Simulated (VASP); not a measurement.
The system is Mg2GeN2.

```
Mg Ge N
1.0
    -1.70000    1.70000    6.10000
     1.70000   -1.70000    6.10000
     1.70000    1.70000   -6.10000
Mg Ge N
2 1 2
Direct
  0.34000 0.34000 0.00000
  0.66000 0.66000 0.00000
  0.00000 0.00000 0.00000
  0.15500 0.15500 0.00000
  0.84500 0.84500 0.00000
```

```yaml
Program: VASP 6.6.1
Task: relaxation of cell and atoms
Functional: PBE
Potentials_or_basis: VASP PAW PBE potentials, release 64 (Mg, Ge_d, N)
Cutoff: 600 eV
k_mesh: 5 × 5 × 5
Occupations: gaussian, width 0.15 eV
Spin: no spin polarisation
```

At the start: pressure -12.4 GPa; volume 14.10 Å³/atom.

Question: Where does the relaxation end?

Answer: Over 9 steps the energy falls by 140.5 meV/atom and the volume is 11.93 Å³/atom (-15.4 %); space group I4/mmm (No. 139, to 0.05 Å).

Step by step:
```csv
step,energy change (eV),largest force (eV/Å),pressure (GPa),volume (Å³)
1,0.0000,0.5667,-12.35,70.52
2,-0.5465,0.5892,1.39,59.97
3,-0.5477,0.6195,2.18,59.58
4,-0.6534,0.7263,2.49,58.10
5,-0.6610,0.4985,2.13,58.42
6,-0.6959,0.2292,-0.16,59.56
7,-0.6995,0.1234,-1.11,60.07
8,-0.7025,0.1201,0.24,59.50
9,-0.7027,0.0657,-0.05,59.63
```

Final structure:
```
CELL_PARAMETERS angstrom
-1.55303 1.55303 6.18048
1.55303 -1.55303 6.18048
1.55303 1.55303 -6.18048
ATOMIC_POSITIONS crystal
Mg 0.33318 0.33318 0.00000
Mg 0.66682 0.66682 0.00000
Ge 0.00000 0.00000 0.00000
N 0.15371 0.15371 0.00000
N 0.84629 0.84629 0.00000
```

Caveat: the k points lie up to 0.57 Å⁻¹ apart in the final cell; the volume moved by over 15 % at a fixed basis, so the end points are rough; the relaxation stopped at a loose force limit of 0.08 eV/Å, so its end isn't a converged minimum.
